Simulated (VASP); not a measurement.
Set up this calculation in VASP 6.6.1, as the native input.

```
Task                   : single point
Functional             : PBE
Dispersion             : D3(BJ)
Potentials or basis    : VASP PAW PBE potentials, release 64 (Si)
Cutoff                 : 520 eV
k mesh                 : 9 × 9 × 1
Occupations            : gaussian, width 0.1 eV
Spin                   : no spin polarisation
Dipole correction      : yes
Further INCAR settings : ALGO = Normal; EDIFF = 1e-06; NBANDS = 16
```

The structure of Si lies in POSCAR:

```
Si
1.0
    3.8475254748      0.0000000000      0.0000000000
   -1.9237627374      3.3320548028      0.0000000000
    0.0000000000      0.0000000000     18.4415958287
Si
4
Direct
    0.3333333333      0.6666666667      0.2695427207
    0.6666666667      0.3333333333      0.2440135898
    0.8888888889      0.1111111111      0.4848601993
    0.5555555556      0.4444444444      0.4593310684
```

The input as run:

INCAR

```
SYSTEM = Si
  PREC = Accurate
  ENCUT = 520
  EDIFF = 1E-6
  ISMEAR = 0
  SIGMA = 0.1
  LREAL = .FALSE.
  LASPH = .TRUE.
  NELM = 80
  ALGO = Normal
  ISIF = 2
  LWAVE = .FALSE.
  LCHARG = .FALSE.
  LDIPOL = .TRUE.
  IDIPOL = 3
  DIPOL = 0.5 0.5 0.364
  GGA = PE
  IVDW = 12
  NBANDS = 16
```

KPOINTS

```
regular mesh
0
G
  9 9 1
  0 0 0
```

Potentials or basis: VASP PAW PBE potentials, release 64 (Si).

Launch:

```console
$ cat potpaw_PBE.64/Si/POTCAR > POTCAR
$ mpirun -np 1 vasp_std > vasp.out
```

Results of the run:

```json
{
  "Largest force": "0.271 eV/Å",
  "Band gap on the k mesh": "0.46 eV, indirect (least direct gap 0.50 eV)",
  "Dispersion energy per atom": "-0.261 eV"
}
```

It took 3.1 min on 1 thread of Intel(R) Xeon(R) Platinum 8259CL CPU @ 2.50GHz (Skylake/Cascade Lake), with other jobs on the host, peak memory 0.36 GiB.
